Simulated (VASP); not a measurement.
A run of VASP 6.6.1 is set up as follows.

The input INCAR:

```
SYSTEM = Pt12S
PREC = Accurate
ENCUT = 520
EDIFF = 1E-6
ISMEAR = 0
SIGMA = 0.1
LREAL = .False.
LASPH = .True.
NELM = 100
ALGO = Normal
ISIF = 2
LWAVE = .False.
LCHARG = .False.
LDIPOL = .True.
IDIPOL = 3
DIPOL = 0.5 0.5 0.322
GGA = PE
NBANDS = 75
```

Contents of KPOINTS:

```
regular mesh
0
Gamma
  5 5 1
  0 0 0
```

Contents of POSCAR:

```
Pt12S
1.0
    5.6143281323      0.0000000000      0.0000000000
    0.0000000000      5.6143281323      0.0000000000
    0.0000000000      0.0000000000     19.3513792169
Pt S
12 1
Direct
    0.2500000000      0.2500000000      0.2067036130
    0.2500000000      0.7500000000      0.2067036130
    0.7500000000      0.2500000000      0.2067036130
    0.7500000000      0.7500000000      0.2067036130
    0.0000000000      0.0000000000      0.3062504943
    0.0000000000      0.5000000000      0.3062504943
    0.5000000000      0.0000000000      0.3062504943
    0.5000000000      0.5000000000      0.3062504943
    0.2500000000      0.2500000000      0.4057271127
    0.2500000000      0.7500000000      0.4057271127
    0.7500000000      0.2500000000      0.4057271127
    0.7500000000      0.7500000000      0.4057271127
    0.2500000000      0.2500000000      0.5163520421
```

Potentials or basis: VASP PAW PBE potentials, release 64 (Pt, S).

Launch:

```bash
$ cat potpaw_PBE.64/Pt/POTCAR potpaw_PBE.64/S/POTCAR > POTCAR
$ mpirun -np 1 vasp_std > vasp.out
```

Question: Predict the largest force.

Answer: 0.530 eV/Å.

Question: Predict the band gap on the k mesh.

Answer: Zero (bands 63 and 64 overlap by 0.27 eV).

Forces in eV/Å, atoms in the order of the input:
```
Pt   0.000  0.000 -0.033
Pt   0.000  0.000  0.086
Pt   0.000  0.000  0.086
Pt   0.000  0.000 -0.112
Pt  -0.006 -0.006 -0.246
Pt  -0.006  0.006 -0.246
Pt   0.006 -0.006 -0.246
Pt   0.006  0.006 -0.246
Pt   0.000  0.000  0.530
Pt   0.000  0.000  0.145
Pt   0.000  0.000  0.145
Pt   0.000  0.000  0.162
S    0.000  0.000 -0.023
```

Caveat: spin-orbit coupling is left out, which moves the levels of the heavy elements.
